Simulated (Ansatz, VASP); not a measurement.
One calculation of Zr2TiC3, two programs

```
Zr Ti C
1.0
     3.25776    0.00000    0.00000
    -1.62888    2.82130    0.00000
     0.00000    0.00000    7.91332
Zr Ti C
2 1 3
Direct
  0.33333 0.66667 0.67363
  0.66667 0.33333 0.32637
  0.00000 0.00000 0.00000
  0.66667 0.33333 0.84712
  0.33333 0.66667 0.15288
  0.00000 0.00000 0.50000
```

Alike in both runs: task single point; functional PBE; k mesh 6 × 6 × 2; occupations gaussian, width 0.1 eV; collinear spin.

```csv
,VASP,Ansatz
version,VASP 6.6.1,Ansatz 0.2.0
potentials or method,"VASP PAW PBE potentials, release 64 (Zr_sv, Ti_sv, C), cutoff 520 eV","scalar-relativistic, plane waves, PAW"
valence electrons in the cell,48,48
```

```csv
,VASP,Ansatz,Ansatz less VASP
gap on the k mesh at the Fermi level (eV),none,none,-
pressure (GPa),-0.1,-0.3,-0.25
"traceless stress, the component that is largest in VASP (GPa)",0.12,0.14,+0.014
rms of the force components (eV/Å),0.005,0.006,+0.0011
net moment per atom (μB),0.00,0.00,0.000
```

Atom by atom the forces differ by 0.001 eV/Å (rms over components). A gap of «none» marks a metal or a gap that the smearing closes. The functional is the same, so the differences come from potentials, cutoffs and numerics. Ansatz's warnings: seeded moment not kept.

The k mesh is coarse, so the values compare programs but aren't converged.
